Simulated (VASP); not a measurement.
Here is a VASP 6.6.1 calculation.

Contents of INCAR:

```
SYSTEM = Si2Mo
PREC = Accurate
ENCUT = 520
EDIFF = 1E-6
ISMEAR = 0
SIGMA = 0.15
LREAL = .FALSE.
LASPH = .TRUE.
NELM = 100
ALGO = Normal
ISIF = 2
LWAVE = .FALSE.
LCHARG = .FALSE.
GGA = PE
NBANDS = 18
```

The input KPOINTS:

```
Automatic mesh
0
G
  18 18 18
  0 0 0
```

The input POSCAR:

```
Si2Mo
1.0
   -1.6084858705      1.6084858705      3.9366136217
    1.6084858705     -1.6084858705      3.9366136217
    1.6084858705      1.6084858705     -3.9366136217
Si Mo
2 1
Direct
    0.3350971189      0.2981058086     -0.0369913103
    0.6649028811      0.7018941914      0.0369913103
    0.0000000000      0.0000000000      0.0000000000
```

Potentials or basis: VASP PAW PBE potentials, release 64 (Si, Mo_sv).

The run is started by

```sh
$ cat potpaw_PBE.64/Si/POTCAR potpaw_PBE.64/Mo_sv/POTCAR > POTCAR
$ mpirun -np 1 vasp_std > vasp.out
```

**Question.** What does it give for the pressure?

**Answer.** 1.9 GPa.

**Question.** Predict the largest force.

**Answer.** 1.270 eV/Å.

**Question.** Estimate the band gap on the k mesh.

**Answer.** Zero (bands 11 and 12 overlap by 0.84 eV).

Forces in eV/Å, atoms in the order of the input:
```
Si   1.265  0.000  0.107
Si  -1.265  0.000 -0.107
Mo   0.000  0.000  0.000
```

Caveat: the cell differs from its parent crystal (atoms displaced along a vibrational mode); forces of over 1 eV/Å act on the atoms, so gaps and moduli don't describe the material at rest.
